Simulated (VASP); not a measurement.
# Sb2Te4O (F-43m) in VASP: single point with PBE

Aim: the single point of Sb2Te4O with PBE.

All numbers are computed with VASP 6.6.1; they aren't measurements. Logs are shortened: lines on timing, memory, paths and dates and some standing lists are left out, and cuts for length are marked.

## Step 1: The cell of the first run

It takes space group F-43m (No. 216, cubic). The conventional cell has a = 9.413 Å, b = 9.413 Å, c = 9.413 Å, α = 90.00°, β = 90.00°, γ = 90.00°. Sb (site symmetry -43m) has 12 Te at 3.94 Å and 4 Sb at 4.08 Å and 4 O at 4.08 Å within 5.2 Å. Sb (site symmetry -43m) has 12 Te at 3.87 Å and 4 Sb at 4.08 Å and 6 O at 4.71 Å within 5.1 Å. Within 2.9 Å of Te (site symmetry 3m) lie 1 O at 2.22 Å. O (site symmetry -43m) has 4 Te at 2.22 Å within 2.9 Å.

The cell was built from a structure type or drawn by symmetry, and may not be a known phase.

## Step 2: Single point, PBE

INCAR reads:

```
PREC = Accurate
ENCUT = 600
EDIFF = 1E-6
ISMEAR = 0
SIGMA = 0.15
LREAL = F
LASPH = T
NELM = 120
ALGO = Normal
ISIF = 2
LWAVE = F
LCHARG = F
GGA = PE
NBANDS = 29
GGA_COMPAT = F
```

KPOINTS reads:

```
Automatic mesh
0
Gamma
  2 2 2
```

POSCAR reads:

```
Sb2Te4O
1.0
    0.0000000000      4.7062564420      4.7062564420
    4.7062564420      0.0000000000      4.7062564420
    4.7062564420      4.7062564420      0.0000000000
Sb Te O
2 4 1
Direct
    0.7500000000      0.7500000000      0.7500000000
    0.0000000000      0.0000000000      0.0000000000
    0.3638245579      0.3638245579      0.3638245579
    0.3638245579      0.3638245579      0.9085263262
    0.3638245579      0.9085263262      0.3638245579
    0.9085263262      0.3638245579      0.3638245579
    0.5000000000      0.5000000000      0.5000000000
```

Potentials or basis: VASP PAW PBE potentials, release 64 (Sb, Te, O).

Run with:

```sh
cat potpaw_PBE.64/Sb/POTCAR potpaw_PBE.64/Te/POTCAR potpaw_PBE.64/O/POTCAR > POTCAR
mpirun -np 1 vasp_std > vasp.out
```

OUTCAR:

```text
PREC = Accurate
   ENCUT = 600
   EDIFF = 1E-6
   ISMEAR = 0
   LREAL = F
   LASPH = T
   NELM = 120
   ISIF = 2
   GGA = PE

 ion  position               nearest neighbor table
   1  0.750  0.750  0.750-
   2  0.000  0.000  0.000-
   3  0.364  0.364  0.364-   7 2.22   5 3.03   6 3.03   4 3.03   5 3.63   4 3.63   6 3.63
   4  0.364  0.364  0.909-   7 2.22   5 3.03   6 3.03   3 3.03   6 3.63   5 3.63   3 3.63
   5  0.364  0.909  0.364-   7 2.22   4 3.03   6 3.03   3 3.03   6 3.63   4 3.63   3 3.63
   6  0.909  0.364  0.364-   7 2.22   4 3.03   5 3.03   3 3.03   5 3.63   4 3.63   3 3.63
   7  0.500  0.500  0.500-   4 2.22   5 2.22   6 2.22   3 2.22

  LATTYP: Found a face centered cubic cell.
 ALAT       =     9.4125128840

  Lattice vectors:

 A1 = (   0.0000000000,   4.7062564420,   4.7062564420)
 A2 = (   4.7062564420,   0.0000000000,   4.7062564420)
 A3 = (   4.7062564420,   4.7062564420,   0.0000000000)

Analysis of symmetry for initial positions (statically):
=====================================================================
 Subroutine PRICEL returns:
 Original cell was already a primitive cell.

 Routine SETGRP: Setting up the symmetry group for a
 face centered cubic supercell.

 Subroutine GETGRP returns: Found 24 space group operations
 (whereof 24 operations were pure point group operations)
 out of a pool of 48 trial point group operations.

The static configuration has the point symmetry T_d .

Analysis of symmetry for dynamics (positions and initial velocities):
=====================================================================
 Subroutine PRICEL returns:
 Original cell was already a primitive cell.

 Routine SETGRP: Setting up the symmetry group for a
 face centered cubic supercell.

 Subroutine GETGRP returns: Found 24 space group operations
 (whereof 24 operations were pure point group operations)
 out of a pool of 48 trial point group operations.

The dynamic configuration has the point symmetry T_d .

 Subroutine INISYM returns: Found 24 space group operations
 (whereof 24 operations are pure point group operations),
 and found     1 'primitive' translations

----------------------------------------------------------------------------------------

                                     Primitive cell

  volume of cell :     208.4763

  direct lattice vectors                    reciprocal lattice vectors
     0.000000000  4.706256442  4.706256442    -0.106241554  0.106241554  0.106241554
     4.706256442  0.000000000  4.706256442     0.106241554 -0.106241554  0.106241554
     4.706256442  4.706256442  0.000000000     0.106241554  0.106241554 -0.106241554

  length of vectors
     6.655651688  6.655651688  6.655651688     0.184015770  0.184015770  0.184015770

  position of ions in fractional coordinates (direct lattice)
     0.750000000  0.750000000  0.750000000
     0.000000000  0.000000000  0.000000000
     0.363824558  0.363824558  0.363824558
     0.363824558  0.363824558  0.908526326
     0.363824558  0.908526326  0.363824558
     0.908526326  0.363824558  0.363824558
     0.500000000  0.500000000  0.500000000

  ion indices of the primitive-cell ions
   primitive index   ion index
                 1           1
                 2           2
                 3           3
                 4           4
                 5           5
                 6           6
                 7           7

----------------------------------------------------------------------------------------

 KPOINTS: Automatic mesh

Automatic generation of k-mesh.
 Grid dimensions read from file:
 generate k-points for:    2    2    2

 Generating k-lattice:

  Cartesian coordinates                     Fractional coordinates (reciprocal lattice)
    -0.053120777  0.053120777  0.053120777     0.500000000  0.000000000  0.000000000
     0.053120777 -0.053120777  0.053120777     0.000000000  0.500000000  0.000000000
     0.053120777  0.053120777 -0.053120777     0.000000000  0.000000000  0.500000000

  Length of vectors
     0.092007885  0.092007885  0.092007885

  Shift w.r.t. Gamma in fractional coordinates (k-lattice)
     0.000000000  0.000000000  0.000000000

 Subroutine IBZKPT returns following result:
 ===========================================

 Found      3 irreducible k-points:

 Following reciprocal coordinates:
            Coordinates               Weight
  0.000000  0.000000  0.000000      1.000000
  0.500000  0.000000  0.000000      4.000000
  0.500000  0.500000  0.000000      3.000000
   k-points           NKPTS =      3   k-points in BZ     NKDIM =      3   number of bands    NBANDS=     29
   number of dos      NEDOS =    301   number of ions     NIONS =      7
   total plane-waves  NPLWV = 157464
   dimension x,y,z NGX =    54 NGY =   54 NGZ =   54
   dimension x,y,z NGXF=   108 NGYF=  108 NGZF=  108
   ions per type =               2   4   1
   NGX,Y,Z   is equivalent  to a cutoff of  13.49, 13.49, 13.49 a.u.
   NGXF,Y,Z  is equivalent  to a cutoff of  26.98, 26.98, 26.98 a.u.
 SYSTEM =  unknown system
   PREC   = accura    normal or accurate (medium, high low for compatibility)
   ISTART =      0    job   : 0-new  1-cont  2-samecut
   ICHARG =      2    charge: 1-file 2-atom 10-const
   ISPIN  =      1    spin polarized calculation?
   LNONCOLLINEAR =      F non collinear calculations
   LSORBIT =      F    spin-orbit coupling
   LASPH  =      T    aspherical Exc in radial PAW
   ENCUT  =  600.0 eV  44.10 Ry    6.64 a.u.  13.29 13.29 13.29*2*pi/ulx,y,z
   NELM   =    120;   NELMIN=  2; NELMDL= -5     # of ELM steps
   EDIFF  = 0.1E-05   stopping-criterion for ELM
   LREAL  =      F    real-space projection
[... 7 lines left out ...]
   TEBEG  =    0.0;   TEEND  =   0.0 temperature during run
   PSTRESS=    0.0 pullay stress
   NELECT =      40.0000    total number of electrons
   NUPDOWN=      -1.0000    fix difference up-down
   EMIN   =  10.00;   EMAX   =-10.00  energy-range for DOS
   EFERMI =   0.00;   METHOD = LEGACY
   ISMEAR =     0;   SIGMA  =   0.15  broadening in eV -4-tet -1-fermi 0-gaus
   EFERMI_NEDOS =   21; number of points for ismear=-14 and -15
   IALGO  =     38    algorithm
   IMIX   =      4    mixing-type and parameters
     AMIX     =   0.40;   BMIX     =  1.00
     AMIX_MAG =   1.60;   BMIX_MAG =  1.00
  volume/ion in A,a.u.               =      29.78       200.98
  Fermi-wavevector in a.u.,A,eV,Ry     =   0.944226  1.784328 12.130445  0.891563
  Thomas-Fermi vector in A             =   2.072010
   LORBIT       =      0    0 simple, 1 ext, 2 COOP (PROOUT), +10 PAW based schemes
   GGA     = PE    functional components
   LHFCALC =     F    Hartree Fock is set to
   AEXX    =    0.0000 exact exchange contribution
   IVDW    =     0    specifies the selected vdW correction
   LEPSILON=     F    determine dielectric tensor
   LRPA    =     F    only Hartree local field effects (RPA)
 non-spin polarized calculation
 Gauss-broadening in eV      SIGMA  =   0.15
  energy-cutoff  :      600.00
  volume of cell :      208.48
 maximum number of plane-waves:      6982
 NGX is ok and might be reduce to    54
   NGX = 27   NGY = 27   NGZ = 27

 number of electron      40.0000002 magnetization

 Free energy of the ion-electron system (eV)
  ---------------------------------------------------
  ext. energy  EPLUGINS =         0.00000000
  ---------------------------------------------------
  free energy    TOTEN  =       -22.37346216 eV

  energy without entropy =      -22.28525342  energy(sigma->0) =      -22.32935779

 E-fermi :   6.0014     XC(G=0):  -9.3319

 val. band max:        5.9710492975   @ k =   0.5000   0.0000   0.0000
 cond. band min:       6.2372850923   @ k =   0.5000   0.5000   0.0000
 fundamental gap:      0.2662357948
 Fermi energy:         6.0013629837

 k-point     1 :       0.0000    0.0000    0.0000
  band No.  band energies     occupation
      1     -13.8527      2.00000
      2      -7.1482      2.00000
      3      -4.9539      2.00000
      4      -4.9539      2.00000
      5      -4.9539      2.00000
      6      -2.9962      2.00000
      7      -2.1910      2.00000
      8      -0.2117      2.00000
      9      -0.2117      2.00000
     10      -0.2117      2.00000
     11       2.2173      2.00000
     12       2.7609      2.00000
     13       2.7609      2.00000
     14       3.3079      2.00000
     15       3.3079      2.00000
     16       3.3079      2.00000
     17       4.4309      2.00000
     18       4.4309      2.00000
     19       4.4309      2.00000
     20       6.9838      0.00000
     21       6.9838      0.00000
     22       6.9838      0.00000
     23       7.2990      0.00000
     24       7.2990      0.00000
     25       7.2990      0.00000
     26       9.3220      0.00000
     27       9.3220      0.00000
     28       9.3220      0.00000
     29      12.1044      0.00000

 k-point     2 :       0.5000    0.0000    0.0000
  band No.  band energies     occupation
      1     -13.8420      2.00000
      2      -7.2932      2.00000
      3      -5.0157      2.00000
      4      -5.0157      2.00000
      5      -4.7479      2.00000
      6      -2.8746      2.00000
      7      -2.4129      2.00000
      8      -0.6533      2.00000
      9       0.1447      2.00000
     10       0.1447      2.00000
     11       2.5092      2.00000
     12       2.5092      2.00000
     13       2.8825      2.00000
     14       3.2212      2.00000
     15       3.2212      2.00000
     16       3.9384      2.00000
     17       5.3128      2.00000
     18       5.3128      2.00000
     19       5.3588      2.00000
     20       5.9710      1.22497
     21       5.9710      1.22497
     22       6.3884      0.00026
     23       7.0361      0.00000
     24       7.0923      0.00000
     25       7.0923      0.00000
     26       7.7164      0.00000
     27       9.0036      0.00000
     28       9.0036      0.00000
     29      10.4483      0.00000

 k-point     3 :       0.5000    0.5000    0.0000
  band No.  band energies     occupation
      1     -13.8385      2.00000
      2      -7.3354      2.00000
      3      -5.0950      2.00000
      4      -5.0950      2.00000
      5      -4.4319      2.00000
      6      -2.8385      2.00000
      7      -2.7839      2.00000
      8      -1.0068      2.00000
      9       0.6504      2.00000
     10       0.6504      2.00000
     11       2.5613      2.00000
     12       2.5613      2.00000
     13       2.6492      2.00000
     14       3.2211      2.00000
     15       3.7481      2.00000
     16       4.8247      2.00000
     17       4.8788      2.00000
     18       5.0861      2.00000
     19       5.1514      2.00000
     20       5.1514      2.00000
     21       6.2373      0.02613
     22       6.2373      0.02613
     23       6.2616      0.01414
     24       6.6950      0.00000
     25       6.6950      0.00000
     26       7.6168      0.00000
     27       9.4250      0.00000
     28       9.4250      0.00000
     29      11.9609      0.00000

------------------------ aborting loop because EDIFF is reached ----------------------------------------

  FORCE on cell =-STRESS in cart. coord.  units (eV):
  Direction    XX          YY          ZZ          XY          YZ          ZX
  --------------------------------------------------------------------------------------
  -------------------------------------------------------------------------------------
  Total       -0.4143750     -0.4143750     -0.4143750     -0.0000000      0.0000000      0.0000000
  in kB       -3.1845446     -3.1845446     -3.1845446     -0.0000000      0.0000000      0.0000000
  external PRESSURE =      -3.1845446 kB  Pullay stress =       0.0000000 kB

 VOLUME and BASIS-vectors are now :
 -----------------------------------------------------------------------------
  energy-cutoff  :      600.00
  volume of cell :      208.48
      direct lattice vectors                 reciprocal lattice vectors
     0.000000000  4.706256442  4.706256442    -0.106241554  0.106241554  0.106241554
     4.706256442  0.000000000  4.706256442     0.106241554 -0.106241554  0.106241554
     4.706256442  4.706256442  0.000000000     0.106241554  0.106241554 -0.106241554

 POSITION                                       TOTAL-FORCE (eV/Angst)
 -----------------------------------------------------------------------------------
      7.05938      7.05938      7.05938         0.000000      0.000000      0.000000
      0.00000      0.00000      0.00000         0.000000      0.000000      0.000000
      3.42450      3.42450      3.42450        -0.039489     -0.039489     -0.039489
      5.98801      5.98801      3.42450         0.039489      0.039489     -0.039489
      5.98801      3.42450      5.98801         0.039489     -0.039489      0.039489
      3.42450      5.98801      5.98801        -0.039489      0.039489      0.039489
      4.70626      4.70626      4.70626         0.000000      0.000000      0.000000
 -----------------------------------------------------------------------------------
    total drift:                                0.000000      0.000000      0.000000

  FREE ENERGIE OF THE ION-ELECTRON SYSTEM (eV)
  ---------------------------------------------------
  free  energy   TOTEN  =       -22.3734621626 eV

  energy  without entropy=      -22.2852534238  energy(sigma->0) =      -22.32935779
```

It took 2.1 min on 1 thread of Intel Xeon 8259CL, shared host; peak memory 0.39 GiB.

What came out:

| Property | Result |
| --- | --- |
| Free energy | -22.3735 eV |
| Pressure | -0.3 GPa |
| Largest force | 0.068 eV/Å |
| Band gap on the k mesh | zero (bands 20 and 21 overlap by 1.01 eV) |

Forces in eV/Å, atoms in the order of the input:
```
Sb   0.000  0.000  0.000
Sb   0.000  0.000  0.000
Te  -0.039 -0.039 -0.039
Te   0.039  0.039 -0.039
Te   0.039 -0.039  0.039
Te  -0.039  0.039  0.039
O    0.000  0.000  0.000
```

Caveat: the k points lie up to 0.58 Å⁻¹ apart, too coarse for converged energies and pressures of a metal; spin-orbit coupling is left out, which moves the levels of the heavy elements.
